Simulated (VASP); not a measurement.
A run of VASP 6.6.1 is set up as follows.

INCAR

```
ALGO = Normal
EDIFF = 1E-7
ENCUT = 520
GGA = PE
ISIF = 2
ISMEAR = 0
LASPH = T
LCHARG = T
LELF = T
LREAL = F
LVHAR = T
LWAVE = F
NBANDS = 26
NELM = 100
PREC = Accurate
SIGMA = 0.15
```

Contents of KPOINTS:

```
k-points
0
Gamma
  12 12 6
```

The input POSCAR:

```
CdInS2
1.0
    3.8084606644      0.0000000000      0.0000000000
   -1.9042303322      3.2982236847      0.0000000000
    0.0000000000      0.0000000000      7.0361310776
Cd In S
1 1 2
Direct
    0.0000000000      0.0000000000      0.0000000000
    0.0000000000      0.0000000000      0.5000000000
    0.6666666667      0.3333333333      0.7334099066
    0.3333333333      0.6666666667      0.2665900934
```

Potentials or basis: VASP PAW PBE potentials, release 64 (Cd, In_d, S).

Command:

```console
$ cat potpaw_PBE.64/Cd/POTCAR potpaw_PBE.64/In_d/POTCAR potpaw_PBE.64/S/POTCAR > POTCAR
$ mpirun -np 1 vasp_std > vasp.out
```

Task: Predict the band gap on the k mesh.

Result: Zero (an odd number of electrons rules out a gap without spin polarisation).

Task: What does it give for the pressure?

Result: -0.1 GPa.

Forces on the atoms (eV/Å):
```
Cd   0.000  0.000  0.000
In   0.000  0.000  0.000
S    0.000  0.000  0.436
S    0.000  0.000 -0.436
```

Caveat: spin-orbit coupling is left out, which moves the levels of the heavy elements.
